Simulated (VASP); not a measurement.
# AlCu3 (Pm-3m) in VASP: notebook

The runs below take AlCu3 through vibrations by perturbation theory, with PBEsol.

All numbers are computed with VASP 6.6.1; they aren't measurements. Logs are shortened: lines on timing, memory, paths and dates and some standing lists are left out, and cuts for length are marked.

### 1 The cell of the first run

It takes space group Pm-3m (No. 221, cubic). Conventional cell: a = 3.632 Å, b = 3.632 Å, c = 3.632 Å, α = 90.00°, β = 90.00°, γ = 90.00°. Al (site symmetry m-3m) has 12 Cu at 2.57 Å within 3.4 Å. Cu (site symmetry 4/mmm) has 4 Al at 2.57 Å and 8 Cu at 2.57 Å within 3.4 Å.

### 2 Vibrations by perturbation theory, PBEsol

Input file INCAR:

```
ALGO = Normal
EDIFF = 1E-8
ENCUT = 600
GGA = PS
GGA_COMPAT = False
IBRION = 8
ISIF = 2
ISMEAR = -1
LASPH = True
LCHARG = False
LREAL = False
LWAVE = False
NELM = 120
NSW = 1
PREC = Accurate
SIGMA = 0.15
```

Input file KPOINTS:

```
k-points
0
Gamma
  12 12 12
```

Input file POSCAR:

```
AlCu3
1.0
    3.6324203562      0.0000000000      0.0000000000
    0.0000000000      3.6324203562      0.0000000000
    0.0000000000      0.0000000000      3.6324203562
Al Cu
1 3
Direct
    0.0000000000      0.0000000000      0.0000000000
    0.5000000000      0.5000000000      0.0000000000
    0.5000000000      0.0000000000      0.5000000000
    0.0000000000      0.5000000000      0.5000000000
```

Potentials or basis: VASP PAW PBE potentials, release 64 (Al, Cu).

On the command line:

```
$ cat potpaw_PBE.64/Al/POTCAR potpaw_PBE.64/Cu/POTCAR > POTCAR
$ mpirun -np 1 vasp_std > vasp.out
```

OUTCAR:

```text
EDIFF = 1E-8
   ENCUT = 600
   GGA = PS
   IBRION = 8
   ISIF = 2
   ISMEAR = -1
   LASPH = True
   LREAL = False
   NELM = 120
   NSW = 1
   PREC = Accurate

 ion  position               nearest neighbor table
   1  0.000  0.000  0.000-   2 2.57   3 2.57   4 2.57   3 2.57   4 2.57   2 2.57   4 2.57   4 2.57
                             2 2.57   3 2.57   3 2.57   2 2.57
   2  0.500  0.500  0.000-   1 2.57   3 2.57   4 2.57   3 2.57   4 2.57   1 2.57   3 2.57   3 2.57
                             1 2.57   4 2.57   4 2.57   1 2.57
   3  0.500  0.000  0.500-   1 2.57   2 2.57   4 2.57   1 2.57   2 2.57   2 2.57   4 2.57   2 2.57
                             1 2.57   4 2.57   1 2.57   4 2.57
   4  0.000  0.500  0.500-   1 2.57   2 2.57   3 2.57   1 2.57   2 2.57   1 2.57   3 2.57   1 2.57
                             2 2.57   3 2.57   2 2.57   3 2.57

  LATTYP: Found a simple cubic cell.
 ALAT       =     3.6324203562

  Lattice vectors:

 A1 = (   3.6324203562,   0.0000000000,   0.0000000000)
 A2 = (   0.0000000000,   3.6324203562,   0.0000000000)
 A3 = (   0.0000000000,   0.0000000000,   3.6324203562)

Analysis of symmetry for initial positions (statically):
=====================================================================
 Subroutine PRICEL returns:
 Original cell was already a primitive cell.

 Routine SETGRP: Setting up the symmetry group for a
 simple cubic supercell.

 Subroutine GETGRP returns: Found 48 space group operations
 (whereof 48 operations were pure point group operations)
 out of a pool of 48 trial point group operations.

The static configuration has the point symmetry O_h .

Analysis of symmetry for dynamics (positions and initial velocities):
=====================================================================
 Subroutine PRICEL returns:
 Original cell was already a primitive cell.

 Routine SETGRP: Setting up the symmetry group for a
[... 802 lines left out ...]

[... ionic steps 2 to 3 ...]

--------------------------------------- Ionic step        4  -------------------------------------------

------------------------ aborting loop because EDIFF is reached ----------------------------------------
[... 7 lines left out ...]
[... ionic steps 8 to 8 ...]

--------------------------------------- Ionic step        9  -------------------------------------------

 Free energy of the ion-electron system (eV)
  ---------------------------------------------------
  ---------------------------------------------------
  free energy    TOTEN  =        -0.24221028 eV

  energy without entropy =       -0.24221028

------------------------ aborting loop because EDIFF is reached ----------------------------------------

 INTERNAL STRAIN TENSOR  FOR ION    2  DIRECTION 3   (eV/Angst):
 -----------------------------------------------------------------------------
     0.00833  0.00000  0.00000
     0.00000  0.00833 -0.00000
    -0.00000  0.00000 -0.00579

 INTERNAL STRAIN TENSOR FOR ION    4 for displacements in x,y,z  (eV/Angst):
          X           Y           Z          XY          YZ          ZX
  --------------------------------------------------------------------------------
  x     0.00000     0.00000     0.00000     0.00000     0.00000     0.00000
  y     0.00000     0.00000     0.00000     0.00000     0.00000     0.00000
  z     0.00000     0.00000     0.00000     0.00000     0.00000     0.00000

 SECOND DERIVATIVES (NOT SYMMETRIZED)
 ------------------------------------
               1X          1Y          1Z          2X          2Y          2Z          3X          3Y          3Z          4X          4Y          4Z
  1X    -7.356623    0.000000   -0.000000    3.547521    0.000000    0.000000    3.547521   -0.000000    0.000000    0.261581   -0.000000    0.000000
  1Y     0.000000   -7.356623   -0.000000    0.000000    3.547521   -0.000000   -0.000000    0.261581    0.000000   -0.000000    3.547521   -0.000000
  1Z    -0.000000   -0.000000   -7.356623    0.000000    0.000000    0.261581    0.000000   -0.000000    3.547521   -0.000000    0.000000    3.547521
  2X     3.548680    0.000000    0.000000   -6.576924    0.000000    0.000000   -0.199343    0.000000    0.000000    3.227587    0.000000    0.000000
  2Y     0.000000    3.548680    0.000000    0.000000   -6.576924    0.000000    0.000000    3.227587    0.000000    0.000000   -0.199343    0.000000
  2Z    -0.000000   -0.000000    0.263070    0.000000    0.000000   -6.718766   -0.000000   -0.000000    3.227848   -0.000000   -0.000000    3.227848
  3X     3.548680    0.000000    0.000000   -0.199343    0.000000    0.000000   -6.576924    0.000000    0.000000    3.227587    0.000000    0.000000
  3Y     0.000000    0.263070    0.000000    0.000000    3.227848    0.000000    0.000000   -6.718766   -0.000000    0.000000    3.227848    0.000000
  3Z     0.000000    0.000000    3.548680    0.000000    0.000000    3.227587    0.000000    0.000000   -6.576924    0.000000    0.000000   -0.199343
  4X     0.263070    0.000000    0.000000    3.227848    0.000000    0.000000    3.227848    0.000000    0.000000   -6.718766   -0.000000   -0.000000
  4Y     0.000000    3.548680    0.000000    0.000000   -0.199343    0.000000    0.000000    3.227587    0.000000    0.000000   -6.576924    0.000000
  4Z     0.000000    0.000000    3.548680    0.000000    0.000000    3.227587    0.000000    0.000000   -0.199343    0.000000    0.000000   -6.576924

 Eigenvectors and eigenvalues of the dynamical matrix
 ----------------------------------------------------

   1 f  =    9.116771 THz    57.282364 2PiTHz  304.102757 cm-1    37.703920 meV
             X         Y         Z           dx          dy          dz
      0.000000  0.000000  0.000000     0.863817    0.021352    0.000000
      1.816210  1.816210  0.000000    -0.344485   -0.008515   -0.000000
      1.816210  0.000000  1.816210    -0.344485    0.003114    0.000000
      0.000000  1.816210  1.816210     0.125977   -0.008515    0.000000
[... 71 lines left out ...]
  12 f/i=    0.000837 THz     0.005259 2PiTHz    0.027919 cm-1     0.003461 meV
             X         Y         Z           dx          dy          dz
      0.000000  0.000000  0.000000     0.202969   -0.286050   -0.032044
      1.816210  1.816210  0.000000     0.311412   -0.438881   -0.049157
      1.816210  0.000000  1.816210     0.311412   -0.438820   -0.049164
      0.000000  1.816210  1.816210     0.311369   -0.438881   -0.049164

--------------------------------------------------------------------------------------------------------

 ELASTIC MODULI CONTR FROM IONIC RELAXATION (kBar)
 Direction    XX          YY          ZZ          XY          YZ          ZX
 --------------------------------------------------------------------------------
 XX           0.0000      0.0000      0.0000      0.0000      0.0000      0.0000
 YY           0.0000      0.0000      0.0000      0.0000      0.0000      0.0000
 ZZ           0.0000      0.0000      0.0000      0.0000      0.0000      0.0000
 XY           0.0000      0.0000      0.0000      0.0000      0.0000      0.0000
 YZ           0.0000      0.0000      0.0000      0.0000      0.0000      0.0000
 ZX           0.0000      0.0000      0.0000      0.0000      0.0000      0.0000
 --------------------------------------------------------------------------------
```

OSZICAR:

```text
N       E                     dE             d eps       ncg     rms          rms(c)
DAV:   1     0.259656970278E+03    0.25966E+03   -0.17602E+04  3752   0.286E+03
DAV:   2    -0.489044462851E+01   -0.26455E+03   -0.25803E+03  3696   0.416E+02
DAV:   3    -0.222660548056E+02   -0.17376E+02   -0.16712E+02  4286   0.160E+02
DAV:   4    -0.226794864414E+02   -0.41343E+00   -0.41105E+00  5764   0.265E+01
[... 62 lines left out ...]
RMM:  10    -0.242211730396E+00    0.31766E-05   -0.11287E-08 13262   0.707E-04    0.195E-04
RMM:  11    -0.242210825263E+00    0.90513E-06   -0.80772E-09 11933   0.482E-04    0.308E-05
RMM:  12    -0.242210371899E+00    0.45336E-06   -0.20284E-09 13775   0.171E-04    0.238E-05
RMM:  13    -0.242210284446E+00    0.87453E-07   -0.14107E-09 13190   0.974E-05    0.335E-06
RMM:  14    -0.242210283576E+00    0.86965E-09   -0.15436E-09 13996   0.520E-05    0.260E-06
 Linear response finished
```

stdout:

```text
POSCAR found type information on POSCAR AlCu
 POSCAR found :  2 types and       4 ions
 scaLAPACK will be used
 -----------------------------------------------------------------------------
|                                                                             |
|                                                                             |
|     You enforced a specific xc type in the INCAR file but a different       |
|     I HOPE YOU KNOW WHAT YOU ARE DOING!                                     |
|                                                                             |
 -----------------------------------------------------------------------------

 LDA part: xc-table for (Slater+PW92), standard interpolation
 POSCAR, INCAR and KPOINTS ok, starting setup
 FFT: planning ... GRIDC
 FFT: planning ... GRID_SOFT
 FFT: planning ... GRID
 WAVECAR not read
 entering main loop
 Linear response reoptimize wavefunctions to high precision
 Linear response DOF=           3
 Linear response progress:
 first order change of Fermi-energy  -0.39540E-04
 force on displaced ion       1 direction 1 :  -7.357   0.000  -0.000
 Linear response progress:
 first order change of Fermi-energy   0.75453E-04
 force on displaced ion       2 direction 1 :  -6.577   0.000   0.000
 Linear response progress:
 first order change of Fermi-energy   0.21500E-03
 force on displaced ion       2 direction 3 :   0.000   0.000  -6.719
 Linear response finished
```

It took 10 min on 1 thread of AMD EPYC 9R45 (Zen 5), shared host; peak memory 0.86 GiB.

What came out:

- Highest phonon frequency at Γ: 304 cm⁻¹

Phonon frequencies in cm⁻¹ (negative: imaginary):
```tsv
q point	frequencies
(0.000, 0.000, 0.000)	0 0 0 165 165 165 199 199 199 304 304 304
```

(Part 1 of 2 ends here.)
